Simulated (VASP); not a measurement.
Write the native input for VASP 6.6.1 that does the following.

* Task: single point
* Functional: PBEsol
* Potentials or basis: VASP PAW PBE potentials, release 64 (Cd, S)
* Cutoff: 520 eV
* k mesh: 12 × 12 × 12
* Occupations: gaussian, width 0.05 eV
* Spin: no spin polarisation
* Dipole correction: no
* Further INCAR settings: ALGO = Normal; EDIFF = 1e-07; NBANDS = 16

The structure of CdS lies in POSCAR:

```
CdS
1.0
    0.0000000000      2.7532440000      2.7532440000
    2.7532440000      0.0000000000      2.7532440000
    2.7532440000      2.7532440000      0.0000000000
Cd S
1 1
Direct
    0.0000000000      0.0000000000      0.0000000000
    0.4836556440      0.5163443560      0.5163443560
```

This cell differs from its parent crystal: one atom moved.

One way to write it, as run:

INCAR

```
SYSTEM = CdS
PREC = Accurate
ENCUT = 520
EDIFF = 1E-7
ISMEAR = 0
SIGMA = 0.05
LREAL = .False.
LASPH = .True.
NELM = 100
ALGO = Normal
ISIF = 2
LWAVE = .False.
LCHARG = .False.
GGA = PS
NBANDS = 16
```

KPOINTS

```
regular mesh
0
Gamma
  12 12 12
  0 0 0
```

Potentials or basis: VASP PAW PBE potentials, release 64 (Cd, S).

Run with:

```bash
$ cat potpaw_PBE.64/Cd/POTCAR potpaw_PBE.64/S/POTCAR > POTCAR
$ mpirun -np 1 vasp_std > vasp.out
```

It gave:

The pressure is -3.8 GPa, the largest force is 0.105 eV/Å and the band gap on the k mesh is 0.14 eV (least direct gap 1.41 eV).

Caveat: the cell differs from its parent crystal (one atom moved); the cell stands under tension; semilocal functionals underestimate gaps, and a narrow one can read as zero; the PAW data sets were made with another functional, which shifts forces and pressure a little.

It took 4 min on 1 thread of Intel Xeon 8259CL, on a shared host, peak memory 0.25 GiB.
